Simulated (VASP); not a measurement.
# BaTiO3 (R3m) in VASP: a series of runs

The runs below take BaTiO3 through single point, with PBEsol+U.

Everything below comes from runs of VASP 6.6.1. Logs are shortened: lines on timing, memory, paths and dates and some standing lists are left out, and cuts for length are marked.

## (1) The cell of the first run

It takes space group R3m (No. 160, trigonal). The conventional cell has a = 5.655 Å, b = 5.655 Å, c = 6.955 Å, α = 90.00°, β = 90.00°, γ = 120.00°. Ba (site symmetry 3m) has 12 O at 2.79 to 2.89 Å and 8 Ti at 3.37 to 3.59 Å within 3.7 Å. Ti (site symmetry 3m) has 6 O at 1.87 to 2.14 Å within 2.5 Å. O (site symmetry m) has 2 Ti at 1.87 to 2.14 Å within 2.5 Å.

## (2) Single point, PBEsol+U

Input file INCAR:

```
PREC = Accurate ; ENCUT = 520
EDIFF = 1E-7 ; ISMEAR = 0
SIGMA = 0.01 ; LREAL = F
LASPH = T ; NELM = 150
ALGO = Normal ; ISIF = 2
LWAVE = F ; LCHARG = F
LMAXMIX = 4 ; LDAU = T
LDAUTYPE = 2 ; LDAUL = -1 2 -1
LDAUU = 0 4.5 0 ; LDAUJ = 0 0 0
LDAUPRINT = 1 ; GGA = PS
NBANDS = 28
```

Input file KPOINTS:

```
regular mesh
0
Gamma
  6 6 6
```

Input file POSCAR:

```
BaTiO3
1.0
    2.8273666100      1.6323808700      2.3183934900
   -2.8273666100      1.6323808700      2.3183934900
    0.0000000000     -3.2647617400      2.3183934900
Ba Ti O
1 1 3
Direct
    0.0000000000      0.0000000000      0.0000000000
    0.4845000003      0.4845000003      0.4845000003
    0.5086000008      0.5086000008      0.0175000010
    0.0175000007      0.5086000000      0.5086000018
    0.5086000000      0.0175000007      0.5086000018
```

Potentials or basis: VASP PAW PBE potentials, release 64 (Ba_sv, Ti_sv, O).

Run with:

```sh
$ cat potpaw_PBE.64/Ba_sv/POTCAR potpaw_PBE.64/Ti_sv/POTCAR potpaw_PBE.64/O/POTCAR > POTCAR
$ mpirun -np 1 vasp_std > vasp.out
```

OUTCAR:

```text
PREC = Accurate
   ENCUT = 520
   EDIFF = 1E-7
   ISMEAR = 0
   LREAL = F
   LASPH = T
   NELM = 150
   ISIF = 2
   GGA = PS

 ion  position               nearest neighbor table
   1  0.000  0.000  0.000-   3 2.79   4 2.79   5 2.79   4 2.83   5 2.83   3 2.83   3 2.83   5 2.83
                             4 2.83   3 2.89   4 2.89   5 2.89   2 3.37   2 3.43   2 3.43   2 3.43
   2  0.485  0.485  0.485-   3 1.87   4 1.87   5 1.87   3 2.14   4 2.14   5 2.14   1 3.37   1 3.43
                             1 3.43   1 3.43   1 3.50   1 3.50   1 3.50   1 3.59
   3  0.509  0.509  0.018-   2 1.87   2 2.14   1 2.79   1 2.83   1 2.83   1 2.89
   4  0.018  0.509  0.509-   2 1.87   2 2.14   1 2.79   1 2.83   1 2.83   1 2.89
   5  0.509  0.018  0.509-   2 1.87   2 2.14   1 2.79   1 2.83   1 2.83   1 2.89

  LATTYP: Found a trigonal (rhomboedric) cell.
 ALAT       =     4.0041999983
 COS(alpha) =     0.0028448809

  Lattice vectors:

 A1 = (   2.8273666100,   1.6323808700,   2.3183934900)
 A2 = (  -2.8273666100,   1.6323808700,   2.3183934900)
 A3 = (   0.0000000000,  -3.2647617400,   2.3183934900)

Analysis of symmetry for initial positions (statically):
=====================================================================
 Subroutine PRICEL returns:
 Original cell was already a primitive cell.

 Routine SETGRP: Setting up the symmetry group for a
 trigonal (rhombohedral) supercell.

 Subroutine GETGRP returns: Found  6 space group operations
 (whereof  6 operations were pure point group operations)
 out of a pool of 12 trial point group operations.

The static configuration has the point symmetry C_3v.

Analysis of symmetry for dynamics (positions and initial velocities):
=====================================================================
 Subroutine PRICEL returns:
 Original cell was already a primitive cell.

 Routine SETGRP: Setting up the symmetry group for a
 trigonal (rhombohedral) supercell.

 Subroutine GETGRP returns: Found  6 space group operations
 (whereof  6 operations were pure point group operations)
 out of a pool of 12 trial point group operations.

The dynamic configuration has the point symmetry C_3v.

 Subroutine INISYM returns: Found  6 space group operations
 (whereof  6 operations are pure point group operations),
 and found     1 'primitive' translations

----------------------------------------------------------------------------------------

                                     Primitive cell

  volume of cell :      64.2010

  direct lattice vectors                    reciprocal lattice vectors
     2.827366610  1.632380870  2.318393490     0.176843002  0.102100355  0.143777721
    -2.827366610  1.632380870  2.318393490    -0.176843002  0.102100355  0.143777721
     0.000000000 -3.264761740  2.318393490     0.000000000 -0.204200710  0.143777721

  length of vectors
     4.004199998  4.004199998  4.004199994     0.249739791  0.249739791  0.249739791

  position of ions in fractional coordinates (direct lattice)
     0.000000000  0.000000000  0.000000000
     0.484500000  0.484500000  0.484500000
     0.508600001  0.508600001  0.017500001
     0.017500001  0.508600000  0.508600002
     0.508600000  0.017500001  0.508600002

  ion indices of the primitive-cell ions
   primitive index   ion index
                 1           1
                 2           2
                 3           3
                 4           4
                 5           5

----------------------------------------------------------------------------------------

 KPOINTS: regular mesh

Automatic generation of k-mesh.
 Grid dimensions read from file:
 generate k-points for:    6    6    6

 Generating k-lattice:

[... 48 lines left out ...]
   ions per type =               1   1   3
   NGX,Y,Z   is equivalent  to a cutoff of  12.46, 12.46, 12.46 a.u.
   NGXF,Y,Z  is equivalent  to a cutoff of  24.91, 24.91, 24.91 a.u.
 SYSTEM =  unknown system
   PREC   = accura    normal or accurate (medium, high low for compatibility)
   ISTART =      0    job   : 0-new  1-cont  2-samecut
   ICHARG =      2    charge: 1-file 2-atom 10-const
   ISPIN  =      1    spin polarized calculation?
   LNONCOLLINEAR =      F non collinear calculations
   LSORBIT =      F    spin-orbit coupling
   LASPH  =      T    aspherical Exc in radial PAW
   ENCUT  =  520.0 eV  38.22 Ry    6.18 a.u.   7.45  7.45  7.45*2*pi/ulx,y,z
   NELM   =    150;   NELMIN=  2; NELMDL= -5     # of ELM steps
   EDIFF  = 0.1E-06   stopping-criterion for ELM
   LREAL  =      F    real-space projection
   EDIFFG = 0.1E-05   stopping-criterion for IOM
   NSW    =      0    number of steps for IOM
   IBRION =     -1    ionic relax: 0-MD 1-quasi-New 2-CG
   NFREE  =      0    steps in history (QN), initial steepest desc. (CG)
   ISIF   =      2    stress and relaxation
   ISYM   =      2    0-nonsym 1-usesym 2-fastsym
   POTIM  = 0.5000    time-step for ionic-motion
   TEBEG  =    0.0;   TEEND  =   0.0 temperature during run
   PSTRESS=    0.0 pullay stress
   NELECT =      40.0000    total number of electrons
   NUPDOWN=      -1.0000    fix difference up-down
   EMIN   =  10.00;   EMAX   =-10.00  energy-range for DOS
   EFERMI =   0.00;   METHOD = LEGACY
   ISMEAR =     0;   SIGMA  =   0.01  broadening in eV -4-tet -1-fermi 0-gaus
   EFERMI_NEDOS =   21; number of points for ismear=-14 and -15
   IALGO  =     38    algorithm
   IMIX   =      4    mixing-type and parameters
     AMIX     =   0.40;   BMIX     =  1.00
     AMIX_MAG =   1.60;   BMIX_MAG =  1.00
  volume/ion in A,a.u.               =      12.84        86.65
  Fermi-wavevector in a.u.,A,eV,Ry     =   1.398237  2.642285 26.600301  1.955067
  Thomas-Fermi vector in A             =   2.521415
   LORBIT       =      0    0 simple, 1 ext, 2 COOP (PROOUT), +10 PAW based schemes
 LDA+U is selected, type is set to LDAUTYPE =  2
   angular momentum for each species LDAUL =    -1    2   -1
   U (eV)           for each species LDAUU =   0.0  4.5  0.0
   J (eV)           for each species LDAUJ =   0.0  0.0  0.0
   GGA     = PS    functional components
   LHFCALC =     F    Hartree Fock is set to
   AEXX    =    0.0000 exact exchange contribution
   IVDW    =     0    specifies the selected vdW correction
   LEPSILON=     F    determine dielectric tensor
   LRPA    =     F    only Hartree local field effects (RPA)
 non-spin polarized calculation
 Gauss-broadening in eV      SIGMA  =   0.01
  energy-cutoff  :      520.00
  volume of cell :       64.20
 maximum number of plane-waves:      1750
 NGX is ok and might be reduce to    30
   NGX = 15   NGY = 15   NGZ = 15

atom =   2  type =  2  l = 2

 onsite density matrix

spin component  1

  0.1654  0.0000 -0.0000  0.0662  0.0000
  0.0000  0.1946 -0.0000 -0.0000  0.0662
 -0.0000 -0.0000  0.1106  0.0000 -0.0000
  0.0662 -0.0000  0.0000  0.1946 -0.0000
  0.0000  0.0662 -0.0000 -0.0000  0.1654

spin component  2

  0.1654  0.0000 -0.0000  0.0662  0.0000
  0.0000  0.1946 -0.0000 -0.0000  0.0662
 -0.0000 -0.0000  0.1106  0.0000 -0.0000
  0.0662 -0.0000  0.0000  0.1946 -0.0000
  0.0000  0.0662 -0.0000 -0.0000  0.1654

 occupancies and eigenvectors

  o =  0.1106  v =  0.0000  0.0000 -1.0000  0.0000 -0.0000  0.0000  0.0000  0.0000  0.0000  0.0000      0.0000  0.0000  0.0000  0.0000  0.0000  0.0000  0.0000  0.0000  0.0000  0.0000
  o =  0.1106  v =  0.0000  0.0000  0.0000  0.0000  0.0000  0.0000  0.0000 -1.0000  0.0000 -0.0000      0.0000  0.0000  0.0000  0.0000  0.0000  0.0000  0.0000  0.0000  0.0000  0.0000
  o =  0.1121  v =  0.0000 -0.6264 -0.0000  0.0000  0.7795  0.0000  0.0000  0.0000  0.0000  0.0000      0.0000  0.0000  0.0000  0.0000  0.0000  0.0000  0.0000  0.0000  0.0000  0.0000
  o =  0.1121  v =  0.0000  0.0000  0.0000  0.0000  0.0000  0.0000 -0.6264 -0.0000  0.0000  0.7795      0.0000  0.0000  0.0000  0.0000  0.0000  0.0000  0.0000  0.0000  0.0000  0.0000
  o =  0.1121  v =  0.0000  0.0000  0.0000  0.0000  0.0000 -0.7795  0.0000 -0.0000  0.6264  0.0000      0.0000  0.0000  0.0000  0.0000  0.0000  0.0000  0.0000  0.0000  0.0000  0.0000
  o =  0.1121  v = -0.7795  0.0000 -0.0000  0.6264  0.0000  0.0000  0.0000  0.0000  0.0000  0.0000      0.0000  0.0000  0.0000  0.0000  0.0000  0.0000  0.0000  0.0000  0.0000  0.0000
  o =  0.2478  v =  0.0000 -0.7795  0.0000  0.0000 -0.6264  0.0000  0.0000  0.0000  0.0000  0.0000      0.0000  0.0000  0.0000  0.0000  0.0000  0.0000  0.0000  0.0000  0.0000  0.0000
  o =  0.2478  v =  0.0000  0.0000  0.0000  0.0000  0.0000  0.0000 -0.7795  0.0000  0.0000 -0.6264      0.0000  0.0000  0.0000  0.0000  0.0000  0.0000  0.0000  0.0000  0.0000  0.0000
  o =  0.2478  v =  0.0000  0.0000  0.0000  0.0000  0.0000 -0.6264  0.0000  0.0000 -0.7795 -0.0000      0.0000  0.0000  0.0000  0.0000  0.0000  0.0000  0.0000  0.0000  0.0000  0.0000
  o =  0.2478  v = -0.6264  0.0000  0.0000 -0.7795 -0.0000  0.0000  0.0000  0.0000  0.0000  0.0000      0.0000  0.0000  0.0000  0.0000  0.0000  0.0000  0.0000  0.0000  0.0000  0.0000

 number of electron      39.9999999 magnetization

 Free energy of the ion-electron system (eV)
  ---------------------------------------------------
  ext. energy  EPLUGINS =         0.00000000
  ---------------------------------------------------
  free energy    TOTEN  =       -38.85249044 eV

  energy without entropy =      -38.85249044  energy(sigma->0) =      -38.85249044

 E-fermi :   3.9814     XC(G=0): -11.5008

 val. band max:        3.7754776545   @ k =   0.5000   0.5000   0.5000
 cond. band min:       6.5767271197   @ k =   0.0000   0.0000   0.0000
 fundamental gap:      2.8012494653
 Fermi energy:         3.9813596295

 k-point     1 :       0.0000    0.0000    0.0000
  band No.  band energies     occupation
      1     -53.4431      2.00000
      2     -29.7585      2.00000
      3     -29.7544      2.00000
      4     -29.7544      2.00000
      5     -20.9834      2.00000
      6     -13.0412      2.00000
[... 733 lines left out ...]
     27      11.8915      0.00000
     28      12.3467      0.00000

 [... further k-points ...]
[... 5 lines left out ...]
  --------------------------------------------------------------------------------------
  -------------------------------------------------------------------------------------
  Total        2.0033365      2.0033364      1.6645037     -0.0000000     -0.0000000      0.0000000
  in kB       49.9945260     49.9945258     41.5387398     -0.0000000     -0.0000000      0.0000000
  external PRESSURE =      47.1759305 kB  Pullay stress =       0.0000000 kB

 VOLUME and BASIS-vectors are now :
 -----------------------------------------------------------------------------
  energy-cutoff  :      520.00
  volume of cell :       64.20
      direct lattice vectors                 reciprocal lattice vectors
     2.827366610  1.632380870  2.318393490     0.176843002  0.102100355  0.143777721
    -2.827366610  1.632380870  2.318393490    -0.176843002  0.102100355  0.143777721
     0.000000000 -3.264761740  2.318393490     0.000000000 -0.204200710  0.143777721

 POSITION                                       TOTAL-FORCE (eV/Angst)
 -----------------------------------------------------------------------------------
      0.00000      0.00000      0.00000         0.000000     -0.000000     -0.148624
      0.00000      0.00000      3.36978         0.000000      0.000000      1.330191
      0.00000      1.60332      2.39884         0.000000      0.630170     -0.393855
     -1.38852     -0.80166      2.39884        -0.545743     -0.315085     -0.393855
      1.38852     -0.80166      2.39884         0.545743     -0.315085     -0.393855
 -----------------------------------------------------------------------------------
    total drift:                                0.000000      0.000012      0.000590

  FREE ENERGIE OF THE ION-ELECTRON SYSTEM (eV)
  ---------------------------------------------------
  free  energy   TOTEN  =       -38.8524904385 eV

  energy  without entropy=      -38.8524904385  energy(sigma->0) =      -38.85249044
```

Run time: 53 s. Hardware: 1 thread of AMD EPYC 7R13 (Zen 3), shared host; peak memory 0.18 GiB.

What came out:

| Property | Result |
| --- | --- |
| Free energy | -38.8525 eV |
| Pressure | 4.7 GPa |
| Largest force | 1.330 eV/Å |
| Band gap on the k mesh | 2.80 eV, indirect (least direct gap 3.21 eV) |

Forces in eV/Å, atoms in the order of the input:
```
Ba   0.000  0.000 -0.149
Ti   0.000  0.000  1.330
O    0.000  0.630 -0.394
O   -0.546 -0.315 -0.394
O    0.546 -0.315 -0.394
```

Levels at points of the mesh, in eV from the valence-band top:
```tsv
k point	band 16	band 17	band 18	band 19	band 20	band 21	band 22	band 23	band 24	band 25
(0.00, 0.00, 0.00)	-1.31	-1.10	-0.49	-0.41	-0.41	2.80	2.80	2.91	4.53	4.53
(0.50, 0.00, 0.00)	-2.11	-1.67	-1.62	-0.99	-0.90	3.02	4.27	4.36	4.49	6.11
(0.50, 0.50, 0.00)	-2.67	-1.80	-0.92	-0.87	-0.10	4.35	4.35	4.70	5.04	7.72
(0.50, 0.50, 0.50)	-2.30	-2.27	-0.02	-0.02	0.00	4.83	4.99	4.99	6.45	6.45
```

Eigenvalues of the final occupation matrices:
```csv
site,spin,trace,eigenvalues
site 2 d,1,0.83,0.11 0.11 0.11 0.25 0.25
site 2 d,2,0.83,0.11 0.11 0.11 0.25 0.25
```

Caveat: the PAW data sets were made with another functional, which shifts forces and pressure a little; spin-orbit coupling is left out, which moves the levels of the heavy elements.

## (3) Single point, PBEsol+U

Input file INCAR:

```
SYSTEM = BaTiO3
ALGO     = Normal         ! electronic algorithm
EDIFF    = 1E-6           ! SCF threshold, eV
ENCUT    = 520            ! plane-wave cutoff, eV
GGA      = PS             ! functional
ISIF     = 2              ! what is computed and relaxed
ISMEAR   = 0              ! smearing method
LASPH    = .TRUE.         ! aspherical terms in the spheres
LCHARG   = .FALSE.        ! write CHGCAR
LDAU     = .TRUE.         ! DFT+U
LDAUJ    = 0 0 0        
LDAUL    = -1 2 -1        ! shell
LDAUPRINT= 1            
LDAUTYPE = 2            
LDAUU    = 0 6 0          ! U, eV
LMAXMIX  = 4              ! l up to which the mixer works
LREAL    = .FALSE.        ! projectors in reciprocal space
LWAVE    = .FALSE.        ! write WAVECAR
NBANDS   = 28             ! bands
NELM     = 150            ! most SCF steps
PREC     = Accurate       ! precision mode
SIGMA    = 0.01           ! smearing width, eV
```

Input file KPOINTS:

```
k-points
0
G
  6 6 6
  0 0 0
```

POSCAR is that of step 2.

Potentials or basis: VASP PAW PBE potentials, release 64 (Ba_sv, Ti_sv, O).

Run with:

```sh
$ cat potpaw_PBE.64/Ba_sv/POTCAR potpaw_PBE.64/Ti_sv/POTCAR potpaw_PBE.64/O/POTCAR > POTCAR
$ mpirun -np 1 vasp_std > vasp.out
```

Wall time 56 s (1 thread of AMD EPYC 7R13 (Zen 3), shared host); peak memory 0.18 GiB.

It converged, with:

```
Free energy            : -37.8625 eV
Pressure               : 6.1 GPa
Largest force          : 1.737 eV/Å
Band gap on the k mesh : 2.98 eV, indirect (least direct gap 3.39 eV)
```

Forces on the atoms (eV/Å):
```
Ba   0.000  0.000 -0.157
Ti   0.000  0.000  1.737
O    0.000  0.815 -0.527
O   -0.706 -0.408 -0.527
O    0.706 -0.408 -0.527
```

Stress tensor (GPa, compression positive):
```
6.48 0.00 0.00
0.00 6.48 0.00
0.00 0.00 5.39
```

Levels at points of the mesh, in eV from the valence-band top:
```tsv
k point	band 17	band 18	band 19	band 20	band 21	band 22	band 23	band 24
(0.00, 0.00, 0.00)	-1.10	-0.48	-0.41	-0.41	2.98	2.98	3.08	4.54
(0.50, 0.00, 0.00)	-1.65	-1.60	-1.00	-0.92	3.21	4.46	4.49	4.57
(0.50, 0.50, 0.00)	-1.86	-0.92	-0.88	-0.10	4.55	4.55	4.90	5.05
(0.50, 0.50, 0.50)	-2.23	-0.02	-0.02	0.00	5.03	5.18	5.18	6.43
```

Eigenvalues of the final occupation matrices:
```
    site  spin  trace               eigenvalues
site 2 d     1   0.80  0.10 0.10 0.10 0.24 0.24
site 2 d     2   0.80  0.10 0.10 0.10 0.24 0.24
```

Caveat: the PAW data sets were made with another functional, which shifts forces and pressure a little; spin-orbit coupling is left out, which moves the levels of the heavy elements.
